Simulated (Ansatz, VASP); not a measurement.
## One calculation of Ti, two programs

```
Ti
1.0
     2.95000    0.00000    0.00000
    -1.47500    2.55477    0.00000
     0.00000    0.00000    4.68000
Ti
2
Cartesian
  1.4750 0.8516 3.5100
  0.0000 1.7032 1.1700
```

Alike in both runs: task relaxation of cell and atoms; functional PBEsol; k mesh 10 × 10 × 6; occupations fermi-dirac, width 0.05 eV; no spin polarisation.

|  | VASP | Ansatz |
| --- | --- | --- |
| version | VASP 6.6.1 | Ansatz 0.2.0 |
| potentials or method | VASP PAW PBE potentials, release 64 (Ti_sv) | Ansatz PAW |
| plane-wave cutoff (eV) | 600 | 420 |
| valence electrons in the cell | 24 | 24 |

|  | VASP | Ansatz | Ansatz less VASP |
| --- | --- | --- | --- |
| relaxed volume (Å³/atom) | 16.68 | 16.73 | +0.046 |
| relaxed length of the cell vector where the two differ most in proportion (Å) | 4.575 | 4.580 | +0.0050 |

VASP's potentials were made for PBE, not for PBEsol.

Noted on Ansatz's run: the plane-wave basis is chosen anew once the cell has moved, so the energies of steps on either side of that aren't comparable.
